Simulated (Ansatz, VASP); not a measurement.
## One calculation of TiAl, two programs

Contents of INCAR:

```
SYSTEM = TiAl
PREC = Accurate
ENCUT = 500
EDIFF = 1E-6
ISMEAR = 0
SIGMA = 0.15
LREAL = .FALSE.
LASPH = .TRUE.
NELM = 120
ALGO = Normal
ISIF = 2
LWAVE = .FALSE.
LCHARG = .FALSE.
GGA = PS
NBANDS = 14
GGA_COMPAT = .FALSE.
```

The input KPOINTS:

```
regular mesh
0
G
  24 24 14
  0 0 0
```

File POSCAR:

```
TiAl
1.0
    2.9902123485      0.0000000000      0.0000000000
   -1.4951061742      2.5895998565      0.0000000000
    0.0000000000      0.0000000000      4.6199447408
Ti Al
1 1
Direct
    0.0000000000      0.0000000000      0.0000000000
    0.3333333333      0.6666666667      0.5000000000
```

Input for Ansatz:

```yaml
crystal:
  lattice:
    - [2.9902123485, 0.0, 0.0]
    - [-1.4951061742, 2.5895998565, 0.0]
    - [0.0, 0.0, 4.6199447408]
  atoms:
    - { symbol: Ti, position: [0.0, 0.0, 0.0] }
    - { symbol: Al, position: [0.3333333333, 0.6666666667, 0.5] }
basis:
  ecutwfc: 420
kpoints:
  mp_grid: { grid: [24, 24, 14] }
hamiltonian:
  xc: pbesol
scf:
  occupations: { method: gaussian, width: 0.15 }
output:
  forces: true
  stress: true
  eigenvalues: true
```

Change from the starting cell: strain +0.0500 x Voigt [1, 1, 0, 0, 0, 0], atoms carried along.

Alike in both runs: task single point; functional PBEsol; k mesh 24 × 24 × 14; occupations gaussian, width 0.15 eV; no spin polarisation.

```csv
,VASP,Ansatz
version,VASP 6.6.1,Ansatz 0.2.0
potentials or method,"VASP PAW PBE potentials, release 64 (Ti_sv, Al), cutoff 500 eV","scalar-relativistic, plane waves, PAW"
valence electrons in the cell,15,15
```

|  | VASP | Ansatz | Ansatz less VASP |
| --- | --- | --- | --- |
| gap on the k mesh at the Fermi level (eV) | none | none | - |
| pressure (GPa) | -8.5 | -8.5 | -0.01 |
| traceless stress, the component that is largest in VASP (GPa) | 2.37 | 2.32 | -0.046 |

VASP's potentials were made for PBE, not for PBEsol. A gap of «none» marks a metal or a gap that the smearing closes.
